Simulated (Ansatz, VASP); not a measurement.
Two plane-wave programs on AlGa3N4

The input INCAR:

```
SYSTEM = AlGa3N4
  PREC = Accurate
  ENCUT = 520
  EDIFF = 1E-6
  ISMEAR = 0
  SIGMA = 0.05
  LREAL = .FALSE.
  LASPH = .TRUE.
  NELM = 80
  ALGO = Normal
  ISIF = 2
  LWAVE = .FALSE.
  LCHARG = .FALSE.
  NBANDS = 41
```

Contents of KPOINTS:

```
regular mesh
0
G
  6 6 6
  0 0 0
```

The input POSCAR:

```
AlGa3N4
1.0
    4.2939496006      0.1549363258      0.1549363258
    0.1549363258      4.2939496006      0.1549363258
    0.1549363258      0.1549363258      4.2939496006
Al Ga N
1 3 4
Direct
    0.0000000000      0.0000000000      0.0000000000
    0.5000000000      0.5000000000      0.0000000000
    0.5000000000      0.0000000000      0.5000000000
    0.0000000000      0.5000000000      0.5000000000
    0.7548078379      0.7548078379      0.2451921621
    0.7548078379      0.2451921621      0.7548078379
    0.2451921621      0.7548078379      0.7548078379
    0.2451921621      0.2451921621      0.2451921621
```

Input for Ansatz:

```yaml
crystal:
  lattice:
    - [4.2939496006, 0.1549363258, 0.1549363258]
    - [0.1549363258, 4.2939496006, 0.1549363258]
    - [0.1549363258, 0.1549363258, 4.2939496006]
  atoms:
    - { symbol: Al, position: [0.0, 0.0, 0.0] }
    - { symbol: Ga, position: [0.5, 0.5, 0.0] }
    - { symbol: Ga, position: [0.5, 0.0, 0.5] }
    - { symbol: Ga, position: [0.0, 0.5, 0.5] }
    - { symbol: "N", position: [0.7548078379, 0.7548078379, 0.2451921621] }
    - { symbol: "N", position: [0.7548078379, 0.2451921621, 0.7548078379] }
    - { symbol: "N", position: [0.2451921621, 0.7548078379, 0.7548078379] }
    - { symbol: "N", position: [0.2451921621, 0.2451921621, 0.2451921621] }
basis:
  ecutwfc: 520.0
kpoints:
  mp_grid: { grid: [6, 6, 6] }
hamiltonian:
  xc: lda
  pseudopotentials: { kind: paw, azcp: { folder: soft_1 } }
scf:
  occupations: { method: gaussian, width: 0.05 }
output:
  forces: true
  stress: true
  eigenvalues: true
```

Change from the starting cell: equal engineering shear yz, xz and xy +0.0700, equal normal strain along x, y and z -0.0300.

Alike in both runs: task single point; functional LDA; k mesh 6 × 6 × 6; occupations gaussian, width 0.05 eV; no spin polarisation.

|  | VASP | Ansatz |
| --- | --- | --- |
| version | VASP 6.6.1 | Ansatz 0.2.0 |
| potentials or method | VASP PAW LDA potentials, release 64 (Al, Ga_d, N), cutoff 520 eV | scalar-relativistic, plane waves, PAW |
| valence electrons in the cell | 62 | 62 |

Ansatz gave:

* gap on the k mesh at the Fermi level (eV): 2.60
* least direct gap on the mesh (eV): 2.60
* pressure (GPa): 27.6
* traceless stress, the component that is largest in VASP (GPa): -18.17
* rms of the force components (eV/Å): 0.778

Task: Estimate VASP's values.

Result: gap on the k mesh at the Fermi level (eV): 2.60; least direct gap on the mesh (eV): 2.60; pressure (GPa): 29.1; traceless stress, the component that is largest in VASP (GPa): -18.45; rms of the force components (eV/Å): 0.809.

Ansatz warns that its potentials were made for another functional, while VASP's fit it. LDA's correlation is that of Perdew and Zunger in VASP and of Perdew and Wang (1992) in Ansatz. Atom by atom the forces differ by 0.033 eV/Å (rms over components).
